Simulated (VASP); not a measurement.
# Sr3CuH2 (P-6m2) in VASP: notebook

Sr3CuH2 is run at these levels: PBE; tasks: single point, relaxation of cell and atoms.

All numbers are computed with VASP 6.6.1; they aren't measurements. Logs are shortened: lines on timing, memory, paths and dates and some standing lists are left out, and cuts for length are marked.

**1. The cell of the first run**

It takes space group P-6m2 (No. 187, hexagonal). The conventional cell has a = 5.432 Å, b = 5.432 Å, c = 7.056 Å, α = 90.00°, β = 90.00°, γ = 120.00°. Sr (site symmetry -6m2) has 3 Sr at 3.14 Å and 6 H at 3.32 Å and 2 Cu at 3.53 Å within 4.1 Å. Sr (site symmetry -6m2) has 3 Cu at 3.14 Å and 2 Sr at 3.53 Å and 6 H at 3.97 Å within 4.1 Å. Sr (site symmetry -6m2) has 5 Sr at 3.14 to 3.53 Å and 6 H at 3.32 Å within 4.1 Å. Within 4.1 Å of Cu (site symmetry -6m2) lie 5 Sr at 3.14 to 3.53 Å and 6 H at 3.97 Å. H (site symmetry 3m) has 1 H at 2.20 Å within 2.9 Å.

The cell was generated, and may not be a known phase.

**2. Single point, PBE**

Contents of INCAR:

```
PREC = Accurate ; ENCUT = 520
EDIFF = 1E-6 ; ISMEAR = 0
SIGMA = 0.1 ; LREAL = False
LASPH = True ; NELM = 100
ALGO = Fast ; ISIF = 2
LWAVE = False ; LCHARG = False
GGA = PE ; NBANDS = 30
```

Contents of KPOINTS:

```
regular mesh
0
Gamma
  6 6 4
```

Contents of POSCAR:

```
Sr3CuH2
1.0
    5.4323972077      0.0000000000      0.0000000000
   -2.7161986038      4.7045939853      0.0000000000
    0.0000000000      0.0000000000      7.0557589204
Sr Cu H
3 1 2
Direct
    0.3333333333      0.6666666667      0.5000000000
    0.6666666667      0.3333333333      0.0000000000
    0.6666666667      0.3333333333      0.5000000000
    0.3333333333      0.6666666667      0.0000000000
    0.0000000000      0.0000000000      0.3439343229
    0.0000000000      0.0000000000      0.6560656771
```

Potentials or basis: VASP PAW PBE potentials, release 64 (Sr_sv, Cu, H).

The run is started by

```sh
cat potpaw_PBE.64/Sr_sv/POTCAR potpaw_PBE.64/Cu/POTCAR potpaw_PBE.64/H/POTCAR > POTCAR
mpirun -np 1 vasp_std > vasp.out
```

OUTCAR:

```text
PREC = Accurate
   ENCUT = 520
   EDIFF = 1E-6
   ISMEAR = 0
   LREAL = False
   LASPH = True
   NELM = 100
   ISIF = 2
   GGA = PE

 ion  position               nearest neighbor table
   1  0.333  0.667  0.500-   3 3.14   3 3.14   3 3.14   4 3.53   4 3.53   2 4.72   2 4.72   2 4.72
                             2 4.72   2 4.72   2 4.72
   2  0.667  0.333  0.000-   4 3.14   4 3.14   4 3.14   3 3.53   3 3.53   1 4.72   1 4.72   1 4.72
                             1 4.72   1 4.72   1 4.72
   3  0.667  0.333  0.500-   1 3.14   1 3.14   1 3.14   2 3.53   2 3.53
   4  0.333  0.667  0.000-   2 3.14   2 3.14   2 3.14   1 3.53   1 3.53
   5  0.000  0.000  0.344-
   6  0.000  0.000  0.656-

  LATTYP: Found a hexagonal cell.
 ALAT       =     5.4323972077
 C/A-ratio  =     1.2988297156

  Lattice vectors:

 A1 = (   5.4323972077,   0.0000000000,   0.0000000000)
 A2 = (  -2.7161986038,   4.7045939853,   0.0000000000)
 A3 = (   0.0000000000,   0.0000000000,   7.0557589204)

Analysis of symmetry for initial positions (statically):
=====================================================================
 Subroutine PRICEL returns:
 Original cell was already a primitive cell.

 Routine SETGRP: Setting up the symmetry group for a
 hexagonal supercell.

 Subroutine GETGRP returns: Found 12 space group operations
 (whereof 12 operations were pure point group operations)
 out of a pool of 24 trial point group operations.

The static configuration has the point symmetry D_3h.

Analysis of symmetry for dynamics (positions and initial velocities):
=====================================================================
 Subroutine PRICEL returns:
 Original cell was already a primitive cell.

 Routine SETGRP: Setting up the symmetry group for a
 hexagonal supercell.

 Subroutine GETGRP returns: Found 12 space group operations
 (whereof 12 operations were pure point group operations)
 out of a pool of 24 trial point group operations.

The dynamic configuration has the point symmetry D_3h.

 Subroutine INISYM returns: Found 12 space group operations
 (whereof 12 operations are pure point group operations),
 and found     1 'primitive' translations

----------------------------------------------------------------------------------------

[... 96 lines left out ...]
   EDIFF  = 0.1E-05   stopping-criterion for ELM
   LREAL  =      F    real-space projection
   EDIFFG = 0.1E-04   stopping-criterion for IOM
   NSW    =      0    number of steps for IOM
   IBRION =     -1    ionic relax: 0-MD 1-quasi-New 2-CG
   NFREE  =      0    steps in history (QN), initial steepest desc. (CG)
   ISIF   =      2    stress and relaxation
   ISYM   =      2    0-nonsym 1-usesym 2-fastsym
   POTIM  = 0.5000    time-step for ionic-motion
   TEBEG  =    0.0;   TEEND  =   0.0 temperature during run
   PSTRESS=    0.0 pullay stress
   NELECT =      43.0000    total number of electrons
   NUPDOWN=      -1.0000    fix difference up-down
   EMIN   =  10.00;   EMAX   =-10.00  energy-range for DOS
   EFERMI =   0.00;   METHOD = LEGACY
   ISMEAR =     0;   SIGMA  =   0.10  broadening in eV -4-tet -1-fermi 0-gaus
   EFERMI_NEDOS =   21; number of points for ismear=-14 and -15
   IALGO  =     68    algorithm
   IMIX   =      4    mixing-type and parameters
     AMIX     =   0.40;   BMIX     =  1.00
     AMIX_MAG =   1.60;   BMIX_MAG =  1.00
  volume/ion in A,a.u.               =      30.05       202.82
  Fermi-wavevector in a.u.,A,eV,Ry     =   1.015185  1.918421 14.022172  1.030601
  Thomas-Fermi vector in A             =   2.148456
   LORBIT       =      0    0 simple, 1 ext, 2 COOP (PROOUT), +10 PAW based schemes
   GGA     = PE    functional components
   LHFCALC =     F    Hartree Fock is set to
   AEXX    =    0.0000 exact exchange contribution
   IVDW    =     0    specifies the selected vdW correction
   LEPSILON=     F    determine dielectric tensor
   LRPA    =     F    only Hartree local field effects (RPA)
 non-spin polarized calculation
 RMM-DIIS sequential band-by-band and
 Gauss-broadening in eV      SIGMA  =   0.10
  energy-cutoff  :      520.00
  volume of cell :      180.33
 maximum number of plane-waves:      4914
   NGX = 21   NGY = 21   NGZ = 27

 number of electron      43.0000002 magnetization

 Free energy of the ion-electron system (eV)
  ---------------------------------------------------
  ext. energy  EPLUGINS =         0.00000000
  ---------------------------------------------------
  free energy    TOTEN  =       -10.74211192 eV

  energy without entropy =      -10.72038485  energy(sigma->0) =      -10.73124839

 E-fermi :   1.7118     XC(G=0):  -7.8263

 val. band max:        1.7117435281   @ k =   0.3333   0.1667   0.0000
 cond. band min:       1.7240275552   @ k =   0.3333   0.0000   0.0000
 fundamental gap:      0.0122840271
 Fermi energy:         1.7117771779

 k-point     1 :       0.0000    0.0000    0.0000
  band No.  band energies     occupation
      1     -35.5547      2.00000
      2     -35.2526      2.00000
      3     -34.7665      2.00000
      4     -18.0074      2.00000
      5     -18.0074      2.00000
      6     -17.5925      2.00000
[... 682 lines left out ...]
     29       3.9888      0.00000
     30       4.2647      0.00000

------------------------ aborting loop because EDIFF is reached ----------------------------------------

  FORCE on cell =-STRESS in cart. coord.  units (eV):
  Direction    XX          YY          ZZ          XY          YZ          ZX
  --------------------------------------------------------------------------------------
  -------------------------------------------------------------------------------------
  Total        0.2812513      0.2812513      0.3503258      0.0000000      0.0000000     -0.0000000
  in kB        2.4988931      2.4988931      3.1126145      0.0000000      0.0000000     -0.0000000
  external PRESSURE =       2.7034669 kB  Pullay stress =       0.0000000 kB

 VOLUME and BASIS-vectors are now :
 -----------------------------------------------------------------------------
  energy-cutoff  :      520.00
  volume of cell :      180.33
      direct lattice vectors                 reciprocal lattice vectors
     5.432397208  0.000000000  0.000000000     0.184080796  0.106279097  0.000000000
    -2.716198604  4.704593985  0.000000000     0.000000000  0.212558194  0.000000000
     0.000000000  0.000000000  7.055758920     0.000000000  0.000000000  0.141728198

 POSITION                                       TOTAL-FORCE (eV/Angst)
 -----------------------------------------------------------------------------------
     -0.00000      3.13640      3.52788         0.000000      0.000000      0.000000
      2.71620      1.56820      0.00000         0.000000      0.000000      0.000000
      2.71620      1.56820      3.52788        -0.000000      0.000000      0.000000
     -0.00000      3.13640      0.00000        -0.000000      0.000000      0.000000
      0.00000      0.00000      2.42672         0.000000     -0.000000      0.009797
      0.00000      0.00000      4.62904         0.000000      0.000000     -0.009797
 -----------------------------------------------------------------------------------
    total drift:                               -0.000004      0.000002     -0.000000

  FREE ENERGIE OF THE ION-ELECTRON SYSTEM (eV)
  ---------------------------------------------------
  free  energy   TOTEN  =       -10.7421119236 eV

  energy  without entropy=      -10.7203848530  energy(sigma->0) =      -10.73124839
```

Wall time 6.4 min (1 thread of Oxide Virtual Turin-like, shared host); peak memory 0.31 GiB.

Results:

```yaml
Free_energy: -10.7421 eV
Pressure: 0.3 GPa
Largest_force: 0.010 eV/Å
Band_gap_on_the_k_mesh: zero (an odd number of electrons rules out a gap without spin polarisation)
```

Forces in eV/Å, atoms in the order of the input:
```
Sr   0.000  0.000  0.000
Sr   0.000  0.000  0.000
Sr   0.000  0.000  0.000
Cu   0.000  0.000  0.000
H    0.000  0.000  0.010
H    0.000  0.000 -0.010
```

**3. Relaxation of cell and atoms, PBE**

This run uses another cell than the first one, of 20.85 Å³/atom.

Contents of INCAR:

```
PREC = Accurate ; ENCUT = 600
EDIFF = 1E-6 ; ISMEAR = 0
SIGMA = 0.1 ; LREAL = F
LASPH = T ; NELM = 80
ALGO = Normal ; ISIF = 3
LWAVE = F ; LCHARG = F
GGA = PE ; IBRION = 2
NSW = 90 ; EDIFFG = -0.04
```

Contents of KPOINTS:

```
regular mesh
0
Gamma
  6 6 2
```

Contents of POSCAR:

```
Sr3CuH2
1.0
    4.1739083300      0.0000000000      0.0000000000
   -2.0869541700      3.6147106500      0.0000000000
    0.0000000000      0.0000000000      8.2921089300
Sr Cu H
3 1 2
Direct
    0.3333333300      0.6666666700      0.5000000000
    0.6666666700      0.3333333300      0.0000000000
    0.6666666700      0.3333333300      0.5000000000
    0.3333333300      0.6666666700      0.0000000000
    0.0000000000      0.0000000000      0.2450700000
    0.0000000000      0.0000000000      0.7549300000
```

Potentials or basis: VASP PAW PBE potentials, release 64 (Sr_sv, Cu, H).

The run is started by

```sh
cat potpaw_PBE.64/Sr_sv/POTCAR potpaw_PBE.64/Cu/POTCAR potpaw_PBE.64/H/POTCAR > POTCAR
mpirun -np 1 vasp_std > vasp.out
```

It took 23 min on 1 thread of Oxide Virtual Turin-like, shared host; peak memory 0.31 GiB.

It converged, with:

* Free energy: -10.6928 eV
* Relaxed volume: 29.99 Å³/atom
* Relaxed cell: a = 5.430 Å, b = 5.430 Å, c = 7.047 Å, α = 90.00°, β = 90.00°, γ = 120.00°
* Space group after relaxing (to 0.1 Å): P-6m2 (No. 187)
* Energy gained by relaxing: 1036.1 meV/atom
* Ionic steps: 18
* Pressure after relaxing: -0.1 GPa
* Band gap on the k mesh: zero (an odd number of electrons rules out a gap without spin polarisation)

Step by step:
```csv
step,energy change (eV),largest force (eV/Å),pressure (GPa),volume (Å³)
1,0.0000,0.3060,18.67,125.11
2,-4.7089,0.3915,1.70,171.66
3,-5.2285,0.4467,0.31,187.52
4,-5.5854,0.3976,-1.48,220.41
5,-5.5870,0.4177,-1.25,215.35
6,-5.7496,0.4128,-1.08,206.40
7,-5.8598,0.3936,-0.78,194.63
8,-5.8626,0.3851,-0.58,191.20
9,-5.9294,0.3939,-0.23,182.88
10,-5.9796,0.4010,0.23,173.39
11,-5.9598,0.3823,1.67,155.35
12,-5.9920,0.4012,0.67,166.48
13,-6.0505,0.3631,0.53,168.52
14,-6.1659,0.2277,0.16,174.64
15,-6.1341,0.0797,-0.17,186.88
16,-6.1971,0.0902,-0.08,179.46
17,-6.2094,0.0405,-0.08,180.21
18,-6.2167,0.0010,-0.08,179.95
```

Final structure:
```yaml
crystal:
  lattice:
    - [5.43004, 0.00000, 0.00000]
    - [-2.71502, 4.70255, 0.00000]
    - [0.00000, 0.00000, 7.04706]
  atoms:
    - { symbol: Sr, position: [0.33333, 0.66667, 0.50000] }
    - { symbol: Sr, position: [0.66667, 0.33333, 0.00000] }
    - { symbol: Sr, position: [0.66667, 0.33333, 0.50000] }
    - { symbol: Cu, position: [0.33333, 0.66667, 0.00000] }
    - { symbol: H, position: [0.00000, 0.00000, 0.34606] }
    - { symbol: H, position: [0.00000, 0.00000, 0.65394] }
```

Levels at points of the mesh, in eV from the Fermi level:
```tsv
k point	band 19	band 20	band 21	band 22	band 23	band 24
(0.00, 0.00, 0.00)	-2.33	-1.74	0.10	0.63	0.63	0.76
(0.50, 0.00, 0.00)	-2.33	-1.72	-1.09	0.16	0.33	0.43
(0.00, 0.00, 0.50)	-2.31	-0.56	-0.09	0.54	0.54	1.03
(0.50, 0.00, 0.50)	-2.30	-2.02	-1.16	0.05	0.14	0.56
```

Caveat: the k points lie up to 0.45 Å⁻¹ apart in the final cell, too coarse for converged energies and pressures of a metal; the volume moved by over 15 % at a fixed basis, so the end points are rough.

**4. Relaxation of cell and atoms, PBE**

This run uses another cell than the first one, of 29.57 Å³/atom.

Contents of INCAR:

```
SYSTEM = Sr3CuH2
PREC = Accurate
ENCUT = 600
EDIFF = 1E-6
ISMEAR = 0
SIGMA = 0.1
LREAL = .FALSE.
LASPH = .TRUE.
NELM = 60
ALGO = Fast
ISIF = 3
LWAVE = .FALSE.
LCHARG = .FALSE.
GGA = PE
IBRION = 2
NSW = 90
EDIFFG = -0.04
```

Contents of KPOINTS:

```
regular mesh
0
G
  6 6 4
  0 0 0
```

Contents of POSCAR:

```
Sr3CuH2
1.0
    5.4104265886      0.0000000000      0.0000000000
   -2.7052132943      4.6855668711      0.0000000000
    0.0000000000      0.0000000000      6.9996210346
Sr Cu H
3 1 2
Direct
    0.3333333333      0.6666666667      0.5000000000
    0.6666666667      0.3333333333      0.0000000000
    0.6666666667      0.3333333333      0.5000000000
    0.3333333333      0.6666666667      0.0000000000
    0.0000000000      0.0000000000      0.3424416904
    0.0000000000      0.0000000000      0.6575583096
```

The run is started by

```sh
cat potpaw_PBE.64/Sr_sv/POTCAR potpaw_PBE.64/Cu/POTCAR potpaw_PBE.64/H/POTCAR > POTCAR
mpirun -np 1 vasp_std > vasp.out
```

It took 19 min on 1 thread of Oxide Virtual Turin-like, shared host; peak memory 0.39 GiB.

The run converged. Its results:

```yaml
Free_energy: -10.7438 eV
Relaxed_volume: 30.37 Å³/atom
Relaxed_cell: a = 5.452 Å, b = 5.452 Å, c = 7.079 Å, α = 90.00°, β = 90.00°, γ = 120.00°
Space_group_after_relaxing_to_0.1_Å: P-6m2 (No. 187)
Energy_gained_by_relaxing: 1.5 meV/atom
Ionic_steps: 3
Pressure_after_relaxing: 0.1 GPa
Largest_force_after_relaxing: 0.021 eV/Å
Band_gap_on_the_k_mesh: zero (an odd number of electrons rules out a gap without spin polarisation)
```

Forces in eV/Å, atoms in the order of the input:
```
Sr   0.000  0.000  0.000
Sr   0.000  0.000  0.000
Sr   0.000  0.000  0.000
Cu   0.000  0.000  0.000
H    0.000  0.000  0.021
H    0.000  0.000 -0.021
```

Step by step:
| step | energy change (eV) | largest force (eV/Å) | pressure (GPa) | volume (Å³) |
| --- | --- | --- | --- | --- |
| 1 | 0.0000 | 0.0102 | 0.46 | 177.45 |
| 2 | -0.0054 | 0.0152 | 0.28 | 179.66 |
| 3 | -0.0090 | 0.0209 | 0.07 | 182.21 |

Final structure:
```xyz
6
Lattice="5.4517 0.0000 0.0000 -2.7259 4.7213 0.0000 0.0000 0.0000 7.0790" Properties=species:S:1:pos:R:3 pbc="T T T"
Sr    0.0000    3.1476    3.5395
Sr    2.7259    1.5738    0.0000
Sr    2.7259    1.5738    3.5395
Cu    0.0000    3.1476    0.0000
H     0.0000    0.0000    2.4252
H    -2.7259    4.7213    4.6538
```

Levels at points of the mesh, in eV from the Fermi level:
| k point | band 19 | band 20 | band 21 | band 22 | band 23 | band 24 |
| --- | --- | --- | --- | --- | --- | --- |
| (0.00, 0.00, 0.00) | -2.28 | -1.73 | 0.12 | 0.66 | 0.66 | 0.80 |
| (0.50, 0.00, 0.00) | -2.28 | -1.70 | -1.07 | 0.20 | 0.35 | 0.45 |
| (0.00, 0.00, 0.50) | -2.26 | -0.56 | -0.03 | 0.57 | 0.57 | 1.07 |
| (0.50, 0.00, 0.50) | -2.25 | -1.99 | -1.13 | 0.07 | 0.18 | 0.55 |

**5. Single point, PBE**

This run uses another cell than the first one, of 30.62 Å³/atom.

Contents of INCAR:

```
SYSTEM = Sr3CuH2
ALGO = Fast
EDIFF = 1E-7
ENCUT = 520
GGA = PE
ISIF = 2
ISMEAR = 0
LASPH = .True.
LCHARG = .False.
LREAL = .False.
LWAVE = .False.
NBANDS = 30
NELM = 100
PREC = Accurate
SIGMA = 0.1
```

Contents of KPOINTS:

```
k-points
0
Gamma
  12 12 6
  0 0 0
```

Contents of POSCAR:

```
Sr3CuH2
1.0
    5.4602701645      0.0000000000      0.0000000000
   -2.7301350822      4.7287326740      0.0000000000
    0.0000000000      0.0000000000      7.1162934958
Sr Cu H
3 1 2
Direct
    0.3333333333      0.6666666667      0.5000000000
    0.6666666667      0.3333333333      0.0000000000
    0.6666666667      0.3333333333      0.5000000000
    0.3333333333      0.6666666667      0.0000000000
    0.0000000000      0.0000000000      0.3455200527
    0.0000000000      0.0000000000      0.6544799473
```

The run is started by

```sh
cat potpaw_PBE.64/Sr_sv/POTCAR potpaw_PBE.64/Cu/POTCAR potpaw_PBE.64/H/POTCAR > POTCAR
mpirun -np 1 vasp_std > vasp.out
```

Run time: 19 min. Hardware: 1 thread of Oxide Virtual Turin-like, shared host; peak memory 0.54 GiB.

Results (log left out):

- Free energy: -10.7386 eV
- Pressure: 0.0 GPa
- Band gap on the k mesh: zero (an odd number of electrons rules out a gap without spin polarisation)

Levels at points of the mesh, in eV from the Fermi level:
```tsv
k point	band 19	band 20	band 21	band 22	band 23	band 24
(0.00, 0.00, 0.00)	-2.26	-1.70	0.13	0.69	0.69	0.82
(0.50, 0.00, 0.00)	-2.26	-1.66	-1.06	0.22	0.34	0.46
(0.00, 0.00, 0.50)	-2.24	-0.55	-0.05	0.59	0.59	1.08
(0.50, 0.00, 0.50)	-2.23	-1.96	-1.13	0.08	0.20	0.55
```

**6. Overview**

```tsv
task	cell	k mesh	cutoff (eV)	gap on the mesh (eV)	pressure (GPa)	relaxed volume (Å³/atom)	largest force (eV/Å)
single point	a = 5.432, b = 5.432, c = 7.056 Å, angles 90.0, 90.0, 120.0°, 6 atoms, atomic positions A	6 × 6 × 4	520	none	0.3	-	0.01
relaxation of cell and atoms	relaxed from a = 4.174, b = 4.174, c = 8.292 Å, angles 90.0, 90.0, 120.0°, 6 atoms, atomic positions B	6 × 6 × 2	600	none	-0.1	29.99	-
relaxation of cell and atoms	relaxed from a = 5.410, b = 5.410, c = 7.000 Å, angles 90.0, 90.0, 120.0°, 6 atoms, atomic positions C	6 × 6 × 4	600	none	0.1	30.37	0.02
single point	a = 5.460, b = 5.460, c = 7.116 Å, angles 90.0, 90.0, 120.0°, 6 atoms, atomic positions D	12 × 12 × 6	520	none	0.0	-	-
```

Alike in all rows: level PBE; potentials or basis VASP PAW PBE potentials, release 64 (Sr_sv, Cu, H); no spin polarisation; smearing gaussian 0.1 eV.

Caveats: some runs use coarse meshes; the volume moved by over 15 % at a fixed basis, so the end points are rough (at least some runs).

Total energies depend on the potentials used, so only differences within one code and one set of settings carry meaning.

The gap in the log of VASP goes by the Fermi energy; the results here count the filled bands.